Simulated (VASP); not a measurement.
SmF:

```
Sm F
1.0
     0.00000    2.69631    2.69631
     2.69631    0.00000    2.69631
     2.69631    2.69631    0.00000
Sm F
1 1
Direct
  0.00000 0.00000 0.00000
  0.50000 0.50000 0.50000
```

The cell was generated, and may not be a known phase.

| Item | Value |
| --- | --- |
| Program | VASP 6.6.1 |
| Task | relaxation of cell and atoms |
| Functional | PBE |
| Potentials or basis | VASP PAW PBE potentials, release 64 (Sm_3, F), 4f in core |
| Cutoff | 600 eV |
| k mesh | 18 × 18 × 18 |
| Occupations | gaussian, width 0.1 eV |
| Spin | no spin polarisation |

At the start: pressure -4.7 GPa; volume 19.60 Å³/atom.

**Question.** How do energy, volume and symmetry change on relaxing?

**Answer.** Over 3 steps the energy falls by 28.5 meV/atom and the volume is 17.82 Å³/atom (-9.1 %); space group Fm-3m (No. 225, to 0.1 Å) before and after.

The path:
```
step  energy change (eV)  largest force (eV/Å)  pressure (GPa)  volume (Å³)
   1              0.0000                0.0000           -4.68        39.20
   2             -0.0561                0.0000           -0.69        36.04
   3             -0.0570                0.0000            0.00        35.64
```

Final structure:
```xyz
2
Lattice="0.0000 2.6119 2.6119 2.6119 0.0000 2.6119 2.6119 2.6119 0.0000" Properties=species:S:1:pos:R:3 pbc="T T T"
Sm    0.0000    0.0000    0.0000
F     2.6119    2.6119    2.6119
```

Caveat: the run has no spin polarisation, though such a crystal can be magnetic.
